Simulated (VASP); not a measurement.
# Sb2Mo (MoS2 1H type) (P-6m2) in VASP: single point with r2SCAN

Aim: the single point of Sb2Mo (MoS2 1H type) with r2SCAN.

All numbers are computed with VASP 6.6.1; they aren't measurements. Logs are shortened: lines on timing, memory, paths and dates and some standing lists are left out, and cuts for length are marked.

### 1 The cell of the first run

Symmetry: P-6m2, No. 187, hexagonal system. Conventional cell: a = 3.716 Å, b = 3.716 Å, c = 6.144 Å, α = 90.00°, β = 90.00°, γ = 120.00°. Within 3.8 Å of Mo (site symmetry -6m2) lie 6 Sb at 2.71 Å and 6 Mo at 3.72 Å. Sb (site symmetry 3m) has 3 Mo at 2.71 Å and 8 Sb at 2.84 to 3.72 Å within 3.8 Å.

### 2 Single point, r2SCAN

POSCAR reads:

```
Sb2Mo
1.0
    3.7161767096      0.0000000000      0.0000000000
   -1.8580883548      3.2183034355      0.0000000000
    0.0000000000      0.0000000000      6.1443681699
Mo Sb
1 2
Direct
    0.0000000000      0.0000000000      0.0000000000
    0.3333333333      0.6666666667      0.2689865324
    0.3333333333      0.6666666667      0.7310134676
```

INCAR.step1 reads:

```
SYSTEM = Sb2Mo
PREC = Accurate
ENCUT = 520
ISMEAR = -1
SIGMA = 0.05
LREAL = .FALSE.
LASPH = .TRUE.
NELM = 100
NBANDS = 19
GGA = PE
ALGO = Normal
EDIFF = 1E-4
LWAVE = .TRUE.
LCHARG = .FALSE.
```

INCAR.step2 reads:

```
SYSTEM = Sb2Mo
PREC = Accurate
ENCUT = 520
EDIFF = 1E-7
ISMEAR = -1
SIGMA = 0.05
LREAL = .FALSE.
LASPH = .TRUE.
NELM = 100
ALGO = Normal
ISIF = 2
LWAVE = .FALSE.
LCHARG = .TRUE.
METAGGA = R2SCAN
LMIXTAU = .TRUE.
LELF = .TRUE.
LVHAR = .TRUE.
NBANDS = 19
ISTART = 1
```

KPOINTS reads:

```
Automatic mesh
0
G
  13 13 6
  0 0 0
```

Potentials or basis: VASP PAW PBE potentials, release 64 (Mo_sv, Sb).

The run is started by

```sh
$ cat potpaw_PBE.64/Mo_sv/POTCAR potpaw_PBE.64/Sb/POTCAR > POTCAR
$ cp INCAR.step1 INCAR
$ mpirun -np 1 vasp_std > vasp.out
$ cp INCAR.step2 INCAR
$ mpirun -np 1 vasp_std > vasp.out
```

OUTCAR:

```text
SYSTEM = Sb2Mo
   PREC = Accurate
   ENCUT = 520
   EDIFF = 1E-7
   ISMEAR = -1
   LREAL = .FALSE.
   LASPH = .TRUE.
   NELM = 100
   ISIF = 2
   METAGGA = R2SCAN
   ISTART = 1

 ion  position               nearest neighbor table
   1  0.000  0.000  0.000-   2 2.71   3 2.71   2 2.71   3 2.71   2 2.71   3 2.71
   2  0.333  0.667  0.269-   1 2.71   1 2.71   1 2.71   3 2.84   3 3.31
   3  0.333  0.667  0.731-   1 2.71   1 2.71   1 2.71   2 2.84   2 3.31

  LATTYP: Found a hexagonal cell.
 ALAT       =     3.7161767096
 C/A-ratio  =     1.6534111938

  Lattice vectors:

 A1 = (   3.7161767096,   0.0000000000,   0.0000000000)
 A2 = (  -1.8580883548,   3.2183034355,   0.0000000000)
 A3 = (   0.0000000000,   0.0000000000,   6.1443681699)

Analysis of symmetry for initial positions (statically):
=====================================================================
 Subroutine PRICEL returns:
 Original cell was already a primitive cell.

 Routine SETGRP: Setting up the symmetry group for a
 hexagonal supercell.

 Subroutine GETGRP returns: Found 12 space group operations
 (whereof 12 operations were pure point group operations)
 out of a pool of 24 trial point group operations.

The static configuration has the point symmetry D_3h.

Analysis of symmetry for dynamics (positions and initial velocities):
=====================================================================
 Subroutine PRICEL returns:
 Original cell was already a primitive cell.

 Routine SETGRP: Setting up the symmetry group for a
 hexagonal supercell.

 Subroutine GETGRP returns: Found 12 space group operations
 (whereof 12 operations were pure point group operations)
 out of a pool of 24 trial point group operations.

The dynamic configuration has the point symmetry D_3h.

 Subroutine INISYM returns: Found 12 space group operations
 (whereof 12 operations are pure point group operations),
 and found     1 'primitive' translations

----------------------------------------------------------------------------------------

                                     Primitive cell

  volume of cell :      73.4853

  direct lattice vectors                    reciprocal lattice vectors
     3.716176710  0.000000000  0.000000000     0.269093770  0.155361360  0.000000000
    -1.858088355  3.218303436  0.000000000     0.000000000  0.310722721  0.000000000
     0.000000000  0.000000000  6.144368170     0.000000000  0.000000000  0.162750664

  length of vectors
     3.716176710  3.716176710  6.144368170     0.310722721  0.310722721  0.162750664

  position of ions in fractional coordinates (direct lattice)
     0.000000000  0.000000000  0.000000000
     0.333333333  0.666666667  0.268986532
     0.333333333  0.666666667  0.731013468

  ion indices of the primitive-cell ions
   primitive index   ion index
                 1           1
                 2           2
                 3           3

----------------------------------------------------------------------------------------

 KPOINTS: Automatic mesh

Automatic generation of k-mesh.
 Grid dimensions read from file:
 generate k-points for:   13   13    6

 Generating k-lattice:

  Cartesian coordinates                     Fractional coordinates (reciprocal lattice)
     0.020699521  0.011950874  0.000000000     0.076923077  0.000000000  0.000000000
     0.000000000  0.023901748  0.000000000     0.000000000  0.076923077  0.000000000
     0.000000000  0.000000000  0.027125111     0.000000000  0.000000000  0.166666667

  Length of vectors
     0.023901748  0.023901748  0.027125111

  Shift w.r.t. Gamma in fractional coordinates (k-lattice)
     0.000000000  0.000000000  0.000000000

 Subroutine IBZKPT returns following result:
 ===========================================

 Found     84 irreducible k-points:

 Following reciprocal coordinates:
            Coordinates               Weight
  0.000000  0.000000  0.000000      1.000000
  0.076923  0.000000  0.000000      6.000000
  0.153846 -0.000000  0.000000      6.000000
  0.230769 -0.000000  0.000000      6.000000
  0.307692 -0.000000  0.000000      6.000000
  0.384615 -0.000000  0.000000      6.000000
[... 16 lines left out ...]
  0.076923  0.000000  0.166667     12.000000
  0.153846 -0.000000  0.166667     12.000000
 [... further k-points ...]
   k-points           NKPTS =     84   k-points in BZ     NKDIM =     84   number of bands    NBANDS=     19
   number of dos      NEDOS =    301   number of ions     NIONS =      3
   total plane-waves  NPLWV =  37632
   dimension x,y,z NGX =    28 NGY =   28 NGZ =   48
   dimension x,y,z NGXF=    56 NGYF=   56 NGZF=   96
   ions per type =               1   2
   NGX,Y,Z   is equivalent  to a cutoff of  12.53, 12.53, 12.99 a.u.
   NGXF,Y,Z  is equivalent  to a cutoff of  25.05, 25.05, 25.97 a.u.
 SYSTEM =  Sb2Mo
   PREC   = accura    normal or accurate (medium, high low for compatibility)
   ISTART =      1    job   : 0-new  1-cont  2-samecut
   ICHARG =      0    charge: 1-file 2-atom 10-const
   ISPIN  =      1    spin polarized calculation?
   LNONCOLLINEAR =      F non collinear calculations
   LSORBIT =      F    spin-orbit coupling
   LASPH  =      T    aspherical Exc in radial PAW
   ENCUT  =  520.0 eV  38.22 Ry    6.18 a.u.   6.91  6.91 11.42*2*pi/ulx,y,z
   NELM   =    100;   NELMIN=  2; NELMDL=  0     # of ELM steps
   EDIFF  = 0.1E-06   stopping-criterion for ELM
   LREAL  =      F    real-space projection
   EDIFFG = 0.1E-05   stopping-criterion for IOM
   NSW    =      0    number of steps for IOM
   IBRION =     -1    ionic relax: 0-MD 1-quasi-New 2-CG
   NFREE  =      0    steps in history (QN), initial steepest desc. (CG)
   ISIF   =      2    stress and relaxation
   ISYM   =      2    0-nonsym 1-usesym 2-fastsym
   POTIM  = 0.5000    time-step for ionic-motion
   TEBEG  =    0.0;   TEEND  =   0.0 temperature during run
   PSTRESS=    0.0 pullay stress
   NELECT =      24.0000    total number of electrons
   NUPDOWN=      -1.0000    fix difference up-down
   EMIN   =  10.00;   EMAX   =-10.00  energy-range for DOS
   EFERMI =   0.00;   METHOD = LEGACY
   ISMEAR =    -1;   SIGMA  =   0.05  broadening in eV -4-tet -1-fermi 0-gaus
   EFERMI_NEDOS =   21; number of points for ismear=-14 and -15
   IALGO  =     38    algorithm
   IMIX   =      4    mixing-type and parameters
     AMIX     =   0.40;   BMIX     =  1.00
     AMIX_MAG =   1.60;   BMIX_MAG =  1.00
  volume/ion in A,a.u.               =      24.50       165.30
  Fermi-wavevector in a.u.,A,eV,Ry     =   1.127401  2.130479 17.293452  1.271033
  Thomas-Fermi vector in A             =   2.264087
   LORBIT       =      0    0 simple, 1 ext, 2 COOP (PROOUT), +10 PAW based schemes
   METAGGA = R2SCAN    functional components
   LHFCALC =     F    Hartree Fock is set to
   AEXX    =    0.0000 exact exchange contribution
   IVDW    =     0    specifies the selected vdW correction
   LEPSILON=     F    determine dielectric tensor
   LRPA    =     F    only Hartree local field effects (RPA)
 non-spin polarized calculation
  energy-cutoff  :      520.00
  volume of cell :       73.49
 maximum number of plane-waves:      2000
 NGX is ok and might be reduce to    28
   NGX = 13   NGY = 13   NGZ = 23

 number of electron      23.9999998 magnetization

 Free energy of the ion-electron system (eV)
  ---------------------------------------------------
  ext. energy  EPLUGINS =         0.00000000
  ---------------------------------------------------
  free energy    TOTEN  =       -77.04452277 eV

  energy without entropy =      -77.04094847  energy(sigma->0) =      -77.04273562

 E-fermi :   8.2491     XC(G=0): -11.1073

 val. band max:        8.2246948183   @ k =   0.4615   0.0769   0.5000
 cond. band min:       8.2916751572   @ k =   0.3077   0.3077   0.3333
 fundamental gap:      0.0669803389
 Fermi energy:         8.2490783083

 k-point     1 :       0.0000    0.0000    0.0000
  band No.  band energies     occupation
      1     -54.3828      2.00000
      2     -27.7887      2.00000
      3     -27.7878      2.00000
      4     -27.7878      2.00000
      5      -4.1232      2.00000
      6      -0.7724      2.00000
[... 11 lines left out ...]
     18      14.3394      0.00000
     19      16.6244      0.00000

 k-point     2 :       0.0769    0.0000    0.0000
  band No.  band energies     occupation
      1     -54.3824      2.00000
      2     -27.7928      2.00000
      3     -27.7889      2.00000
      4     -27.7875      2.00000
      5      -4.0448      2.00000
      6      -0.7295      2.00000
[... 11 lines left out ...]
     18      14.6877      0.00000
     19      16.3230      0.00000

 k-point     3 :       0.1538   -0.0000    0.0000
  band No.  band energies     occupation
      1     -54.3815      2.00000
      2     -27.8068      2.00000
      3     -27.7921      2.00000
      4     -27.7842      2.00000
      5      -3.8159      2.00000
      6      -0.6047      2.00000
[... 11 lines left out ...]
     18      14.9399      0.00000
     19      15.9423      0.00000

 k-point     4 :       0.2308   -0.0000    0.0000
  band No.  band energies     occupation
      1     -54.3802      2.00000
      2     -27.8264      2.00000
      3     -27.7965      2.00000
      4     -27.7795      2.00000
      5      -3.4575      2.00000
      6      -0.4114      2.00000
[... 11 lines left out ...]
     18      14.3276      0.00000
     19      15.5688      0.00000

 k-point     5 :       0.3077   -0.0000    0.0000
  band No.  band energies     occupation
      1     -54.3787      2.00000
      2     -27.8471      2.00000
      3     -27.8012      2.00000
      4     -27.7745      2.00000
      5      -3.0128      2.00000
      6      -0.1775      2.00000
[... 11 lines left out ...]
     18      14.4520      0.00000
     19      15.0911      0.00000

 k-point     6 :       0.3846   -0.0000    0.0000
  band No.  band energies     occupation
      1     -54.3776      2.00000
      2     -27.8642      2.00000
      3     -27.8051      2.00000
      4     -27.7704      2.00000
      5      -2.5655      2.00000
      6       0.0472      2.00000
[... 11 lines left out ...]
     18      14.7980      0.00000
     19      14.7988      0.00000

 k-point     7 :       0.4615    0.0000    0.0000
  band No.  band energies     occupation
      1     -54.3769      2.00000
      2     -27.8739      2.00000
      3     -27.8073      2.00000
      4     -27.7680      2.00000
      5      -2.2620      2.00000
      6       0.1910      2.00000
[... 11 lines left out ...]
     18      14.6697      0.00000
     19      14.8454      0.00000

 k-point     8 :       0.0769    0.0769    0.0000
  band No.  band energies     occupation
      1     -54.3818      2.00000
      2     -27.8021      2.00000
      3     -27.7913      2.00000
      4     -27.7853      2.00000
      5      -3.8911      2.00000
      6      -0.6456      2.00000
[... 256 lines left out ...]
 k-point    20 :       0.3846    0.2308    0.0000
  band No.  band energies     occupation
      1     -54.3763      2.00000
      2     -27.8634      2.00000
      3     -27.8295      2.00000
      4     -27.7657      2.00000
      5      -2.0069      2.00000
      6       0.3653      2.00000
[... 11 lines left out ...]
     18      13.4591      0.00000
     19      15.9043      0.00000

 k-point    21 :       0.3077    0.3077    0.0000
  band No.  band energies     occupation
      1     -54.3761      2.00000
      2     -27.8589      2.00000
      3     -27.8361      2.00000
      4     -27.7653      2.00000
      5      -1.9572      2.00000
      6       0.4010      2.00000
[... 11 lines left out ...]
     18      12.8425      0.00000
     19      15.9894      0.00000

 k-point    22 :       0.0000    0.0000    0.1667
  band No.  band energies     occupation
      1     -54.3828      2.00000
      2     -27.7888      2.00000
      3     -27.7878      2.00000
      4     -27.7878      2.00000
      5      -3.9985      2.00000
      6      -1.3067      2.00000
[... 11 lines left out ...]
     18      14.4049      0.00000
     19      16.4356      0.00000

 k-point    23 :       0.0769    0.0000    0.1667
  band No.  band energies     occupation
      1     -54.3824      2.00000
      2     -27.7928      2.00000
      3     -27.7889      2.00000
      4     -27.7876      2.00000
      5      -3.9212      2.00000
      6      -1.2533      2.00000
[... 11 lines left out ...]
     18      14.7653      0.00000
     19      16.4987      0.00000

 k-point    24 :       0.1538   -0.0000    0.1667
  band No.  band energies     occupation
      1     -54.3815      2.00000
      2     -27.8068      2.00000
      3     -27.7921      2.00000
      4     -27.7842      2.00000
      5      -3.6955      2.00000
      6      -1.0984      2.00000
[... 11 lines left out ...]
     18      15.1270      0.00000
     19      16.1835      0.00000

 [... further k-points ...]

------------------------ aborting loop because EDIFF is reached ----------------------------------------

  FORCE on cell =-STRESS in cart. coord.  units (eV):
  Direction    XX          YY          ZZ          XY          YZ          ZX
  --------------------------------------------------------------------------------------
  -------------------------------------------------------------------------------------
  Total       -0.0010231     -0.0010231      0.1041421      0.0000000      0.0000000     -0.0000000
  in kB       -0.0223065     -0.0223065      2.2705770      0.0000000      0.0000000     -0.0000000
  external PRESSURE =       0.7419880 kB  Pullay stress =       0.0000000 kB

 VOLUME and BASIS-vectors are now :
 -----------------------------------------------------------------------------
  energy-cutoff  :      520.00
  volume of cell :       73.49
      direct lattice vectors                 reciprocal lattice vectors
     3.716176710  0.000000000  0.000000000     0.269093770  0.155361360  0.000000000
    -1.858088355  3.218303436  0.000000000     0.000000000  0.310722721  0.000000000
     0.000000000  0.000000000  6.144368170     0.000000000  0.000000000  0.162750664

 POSITION                                       TOTAL-FORCE (eV/Angst)
 -----------------------------------------------------------------------------------
      0.00000      0.00000      0.00000        -0.000000      0.000000      0.000000
     -0.00000      2.14554      1.65275         0.000000     -0.000000     -0.035736
     -0.00000      2.14554      4.49162         0.000000     -0.000000      0.035736
 -----------------------------------------------------------------------------------
    total drift:                               -0.000000      0.000000      0.000000

  FREE ENERGIE OF THE ION-ELECTRON SYSTEM (eV)
  ---------------------------------------------------
  free  energy   TOTEN  =       -77.0445227731 eV

  energy  without entropy=      -77.0409484693  energy(sigma->0) =      -77.04273562
```

Wall time 2.8 min (1 thread of Intel Xeon 6975P-C (Granite Rapids), shared host); peak memory 0.27 GiB.

Results:

```
Free energy            : -77.0445 eV
Pressure               : 0.1 GPa
Largest force          : 0.036 eV/Å
Band gap on the k mesh : 0.07 eV (least direct gap 0.12 eV)
```

Forces in eV/Å, atoms in the order of the input:
```
Mo   0.000  0.000  0.000
Sb   0.000  0.000 -0.036
Sb   0.000  0.000  0.036
```

Stress tensor (GPa, compression positive):
```
0.00 0.00 0.00
0.00 0.00 0.00
0.00 0.00 0.23
```

Caveat: semilocal functionals underestimate gaps, and a narrow one can read as zero; the PAW data sets were made with another functional, which shifts forces and pressure a little; spin-orbit coupling is left out, which moves the levels of the heavy elements. A k mesh can miss the band edges.
